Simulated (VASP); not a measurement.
# TaN (Fm-3m) in VASP: further runs

TaN is run at these levels: PBE; tasks: single point.

Everything below comes from runs of VASP 6.6.1. Logs are shortened: lines on timing, memory, paths and dates and some standing lists are left out, and cuts for length are marked.

## Step 1: The cell of the first run

Symmetry: Fm-3m, No. 225, cubic system. Conventional cell: a = 4.518 Å, b = 4.518 Å, c = 4.518 Å, α = 90.00°, β = 90.00°, γ = 90.00°. Ta (site symmetry m-3m) has 6 N at 2.26 Å within 3.0 Å. N (site symmetry m-3m) has 6 Ta at 2.26 Å within 3.0 Å.

## Step 2: Single point, PBE, non-collinear spin, typed start, spin-orbit coupling (11.52 Å³/atom)

Contents of INCAR:

```
ALGO     = Normal         # electronic algorithm
EDIFF    = 1E-6           # SCF threshold, eV
ENCUT    = 520            # plane-wave cutoff, eV
GGA      = PE             # functional
GGA_COMPAT= F            
ISIF     = 2              # what is computed and relaxed
ISMEAR   = 0              # smearing method
LASPH    = T              # aspherical terms in the spheres
LCHARG   = F              # write CHGCAR
LMAXMIX  = 4              # l up to which the mixer works
LNONCOLLINEAR= T              # non-collinear magnetism
LORBIT   = 11             # projections on sites
LORBMOM  = T            
LREAL    = F              # projectors in reciprocal space
LSORBIT  = T              # spin-orbit coupling
LWAVE    = F              # write WAVECAR
MAGMOM   = 0 0 0.05 0 0 0 # initial moments
NBANDS   = 28             # bands
NELM     = 150            # most SCF steps
PREC     = Accurate       # precision mode
SIGMA    = 0.05           # smearing width, eV
```

Contents of KPOINTS:

```
k-points
0
Gamma
  14 14 14
```

Contents of POSCAR:

```
TaN
1.0
    0.0000000000      2.2587724677      2.2587724677
    2.2587724677      0.0000000000      2.2587724677
    2.2587724677      2.2587724677      0.0000000000
Ta N
1 1
Direct
    0.5000000000      0.5000000000      0.5000000000
    0.0000000000      0.0000000000      0.0000000000
```

Potentials or basis: VASP PAW PBE potentials, release 64 (Ta_pv, N).

Run with:

```bash
$ cat potpaw_PBE.64/Ta_pv/POTCAR potpaw_PBE.64/N/POTCAR > POTCAR
$ mpirun -np 1 vasp_ncl > vasp.out
```

OUTCAR:

```text
EDIFF = 1E-6
   ENCUT = 520
   GGA = PE
   ISIF = 2
   ISMEAR = 0
   LASPH = T
   LNONCOLLINEAR = T
   LORBIT = 11
   LREAL = F
   LSORBIT = T
   NELM = 150
   PREC = Accurate

 ion  position               nearest neighbor table
   1  0.500  0.500  0.500-   2 2.26   2 2.26   2 2.26   2 2.26   2 2.26   2 2.26
   2  0.000  0.000  0.000-   1 2.26   1 2.26   1 2.26   1 2.26   1 2.26   1 2.26

  LATTYP: Found a face centered cubic cell.
 ALAT       =     4.5175449354

  Lattice vectors:

 A1 = (   0.0000000000,   2.2587724677,   2.2587724677)
 A2 = (   2.2587724677,   0.0000000000,   2.2587724677)
 A3 = (   2.2587724677,   2.2587724677,   0.0000000000)

Analysis of symmetry for initial positions (statically):
=====================================================================
 Subroutine PRICEL returns:
 Original cell was already a primitive cell.

 Routine SETGRP: Setting up the symmetry group for a
 face centered cubic supercell.

 Subroutine GETGRP returns: Found 48 space group operations
 (whereof 48 operations were pure point group operations)
 out of a pool of 48 trial point group operations.

The static configuration has the point symmetry O_h .

Analysis of symmetry for dynamics (positions and initial velocities):
=====================================================================
 Subroutine PRICEL returns:
 Original cell was already a primitive cell.

 Routine SETGRP: Setting up the symmetry group for a
 face centered cubic supercell.

 Subroutine GETGRP returns: Found 48 space group operations
 (whereof 48 operations were pure point group operations)
 out of a pool of 48 trial point group operations.

The dynamic configuration has the point symmetry O_h .

Analysis of structural, dynamic, and magnetic symmetry:
=====================================================================
 Subroutine PRICEL returns:
 Original cell was already a primitive cell.

 Routine SETGRP: Setting up the symmetry group for a
 face centered cubic supercell.

 Subroutine GETGRP returns: Found  8 space group operations
 (whereof  8 operations were pure point group operations)
 out of a pool of 48 trial point group operations.

The overall configuration has the point symmetry C_4h.

 Subroutine INISYM returns: Found  8 space group operations
 (whereof  8 operations are pure point group operations),
 and found     1 'primitive' translations

----------------------------------------------------------------------------------------

                                     Primitive cell

  volume of cell :      23.0488

  direct lattice vectors                    reciprocal lattice vectors
     0.000000000  2.258772468  2.258772468    -0.221359171  0.221359171  0.221359171
     2.258772468  0.000000000  2.258772468     0.221359171 -0.221359171  0.221359171
     2.258772468  2.258772468  0.000000000     0.221359171  0.221359171 -0.221359171

  length of vectors
     3.194386658  3.194386658  3.194386658     0.383405330  0.383405330  0.383405330

  position of ions in fractional coordinates (direct lattice)
     0.500000000  0.500000000  0.500000000
     0.000000000  0.000000000  0.000000000

  ion indices of the primitive-cell ions
   primitive index   ion index
                 1           1
                 2           2

----------------------------------------------------------------------------------------

 KPOINTS: k-points

Automatic generation of k-mesh.
 Grid dimensions read from file:
 generate k-points for:   14   14   14

 Generating k-lattice:

[... 93 lines left out ...]
  energy-cutoff  :      520.00
  volume of cell :       23.05
 maximum number of plane-waves:      1272
   NGX = 11   NGY = 11   NGZ = 11

 number of electron      16.0000000 magnetization       0.0000000      0.0000000      0.0500000

 number of electron      16.0000000 magnetization      -0.0000000     -0.0000000      0.0001200

 number of electron      16.0000000 magnetization       0.0000000      0.0000000     -0.0001347

 Free energy of the ion-electron system (eV)
  ---------------------------------------------------
  ext. energy  EPLUGINS =         0.00000000
  ---------------------------------------------------
  free energy    TOTEN  =       -22.41610151 eV

  energy without entropy =      -22.41520704  energy(sigma->0) =      -22.41565428

 E-fermi :   8.5827     XC(G=0): -12.9965

 val. band max:        8.5664476163   @ k =   0.2143  -0.2857   0.4286
 cond. band min:       8.6021524289   @ k =   0.2857   0.0000   0.0000
 fundamental gap:      0.0357048125
 Fermi energy:         8.5827272218

 k-point     1 :       0.0000    0.0000    0.0000
  band No.  band energies     occupation
      1     -32.6827      1.00000
      2     -32.6827      1.00000
      3     -24.7709      1.00000
      4     -24.7708      1.00000
      5     -24.7707      1.00000
      6     -24.7707      1.00000
[... 733 lines left out ...]
     27      18.9664      0.00000
     28      18.9664      0.00000

 [... further k-points ...]

------------------------ aborting loop because EDIFF is reached ----------------------------------------

  FORCE on cell =-STRESS in cart. coord.  units (eV):
  Direction    XX          YY          ZZ          XY          YZ          ZX
  --------------------------------------------------------------------------------------
  -------------------------------------------------------------------------------------
  Total       -2.5812800     -2.5812800     -2.5812820     -0.0000000     -0.0000000      0.0000000
  in kB     -179.4313180   -179.4313180   -179.4314596     -0.0000010     -0.0000000      0.0000000
  external PRESSURE =    -179.4313652 kB  Pullay stress =       0.0000000 kB

 VOLUME and BASIS-vectors are now :
 -----------------------------------------------------------------------------
  energy-cutoff  :      520.00
  volume of cell :       23.05
      direct lattice vectors                 reciprocal lattice vectors
     0.000000000  2.258772468  2.258772468    -0.221359171  0.221359171  0.221359171
     2.258772468  0.000000000  2.258772468     0.221359171 -0.221359171  0.221359171
     2.258772468  2.258772468  0.000000000     0.221359171  0.221359171 -0.221359171

 POSITION                                       TOTAL-FORCE (eV/Angst)
 -----------------------------------------------------------------------------------
      2.25877      2.25877      2.25877        -0.000000      0.000000      0.000000
      0.00000      0.00000      0.00000         0.000000      0.000000      0.000000
 -----------------------------------------------------------------------------------
    total drift:                               -0.000000     -0.000000     -0.000000

  FREE ENERGIE OF THE ION-ELECTRON SYSTEM (eV)
  ---------------------------------------------------
  free  energy   TOTEN  =       -22.4161015120 eV

  energy  without entropy=      -22.4152070417  energy(sigma->0) =      -22.41565428

 orbital moment (x)

 # of ion     p       d       tot
 ----------------------------------------
  1         0.000   0.000   0.000
  2         0.000   0.000   0.000
 ----------------------------------------
            0.000   0.000   0.000

 orbital moment (y)

 # of ion     p       d       tot
 ----------------------------------------
  1         0.000  -0.000  -0.000
  2         0.000   0.000   0.000
 ----------------------------------------
            0.000  -0.000  -0.000

 orbital moment (z)

 # of ion     p       d       tot
 ----------------------------------------
  1        -0.000   0.000   0.000
  2        -0.000   0.000  -0.000
 ----------------------------------------
           -0.000   0.000   0.000

 Spin-Orbit-Coupling matrix elements

 Ion:    1  E_soc:     -1.3425219
 l=   1
     0.0000000    -0.2034655    -0.2034656
    -0.2034655     0.0000000    -0.2034655
    -0.2034656    -0.2034655     0.0000000
 l=   2
     0.0000000    -0.0062028     0.0000000    -0.0062028    -0.0140852
    -0.0062028     0.0000000    -0.0105639    -0.0062028    -0.0035213
     0.0000000    -0.0105639     0.0000000    -0.0105639     0.0000000
    -0.0062028    -0.0062028    -0.0105639     0.0000000    -0.0035213
    -0.0140852    -0.0035213     0.0000000    -0.0035213     0.0000000
 l=   3
     0.0000000     0.0000000     0.0000000     0.0000000     0.0000000     0.0000000     0.0000000
     0.0000000     0.0000000     0.0000000     0.0000000     0.0000000     0.0000000     0.0000000
     0.0000000     0.0000000     0.0000000     0.0000000     0.0000000     0.0000000     0.0000000
     0.0000000     0.0000000     0.0000000     0.0000000     0.0000000     0.0000000     0.0000000
     0.0000000     0.0000000     0.0000000     0.0000000     0.0000000     0.0000000     0.0000000
     0.0000000     0.0000000     0.0000000     0.0000000     0.0000000     0.0000000     0.0000000
     0.0000000     0.0000000     0.0000000     0.0000000     0.0000000     0.0000000     0.0000000

 Ion:    2  E_soc:     -0.0004523
 l=   1
     0.0000000    -0.0000754    -0.0000754
    -0.0000754     0.0000000    -0.0000754
    -0.0000754    -0.0000754     0.0000000
 l=   2
     0.0000000     0.0000000     0.0000000     0.0000000     0.0000000
     0.0000000     0.0000000     0.0000000     0.0000000     0.0000000
     0.0000000     0.0000000     0.0000000     0.0000000     0.0000000
     0.0000000     0.0000000     0.0000000     0.0000000     0.0000000
     0.0000000     0.0000000     0.0000000     0.0000000     0.0000000
 l=   3
     0.0000000     0.0000000     0.0000000     0.0000000     0.0000000     0.0000000     0.0000000
     0.0000000     0.0000000     0.0000000     0.0000000     0.0000000     0.0000000     0.0000000
     0.0000000     0.0000000     0.0000000     0.0000000     0.0000000     0.0000000     0.0000000
     0.0000000     0.0000000     0.0000000     0.0000000     0.0000000     0.0000000     0.0000000
     0.0000000     0.0000000     0.0000000     0.0000000     0.0000000     0.0000000     0.0000000
     0.0000000     0.0000000     0.0000000     0.0000000     0.0000000     0.0000000     0.0000000
     0.0000000     0.0000000     0.0000000     0.0000000     0.0000000     0.0000000     0.0000000

 total charge

# of ion       s       p       d       tot
------------------------------------------
    1        0.255   6.180   2.352   8.787
    2        1.226   2.479   0.000   3.704
--------------------------------------------------
tot          1.481   8.658   2.352  12.491

 magnetization (x)

# of ion       s       p       d       tot
------------------------------------------
    1        0.000   0.000   0.000   0.000
    2        0.000   0.000   0.000   0.000
--------------------------------------------------
tot          0.000   0.000   0.000   0.000

 magnetization (y)

# of ion       s       p       d       tot
------------------------------------------
    1        0.000   0.000   0.000   0.000
    2        0.000   0.000   0.000   0.000
--------------------------------------------------
tot          0.000   0.000   0.000   0.000

 magnetization (z)

# of ion       s       p       d       tot
------------------------------------------
    1        0.000  -0.000   0.000   0.000
    2       -0.000  -0.000   0.000  -0.000
--------------------------------------------------
tot          0.000  -0.000   0.000   0.000
```

Wall time 4.7 min (1 thread of Intel Xeon Platinum 8259CL at 2.50GHz (Skylake/Cascade Lake), shared host); peak memory 0.46 GiB.

What came out:

| Property | Result |
| --- | --- |
| Free energy | -22.4161 eV |
| Pressure | -17.9 GPa |
| Net moment | 0.00 μB per cell |
| Valence electrons inside the program's atomic spheres | Ta 8.79; N 3.70 |

Moments on the atoms (μB; x, y, z):
```
Ta  0.00 0.00 0.00
N   0.00 0.00 0.00
```

Caveat: the cell stands under tension.

[end of part 1 of 2]
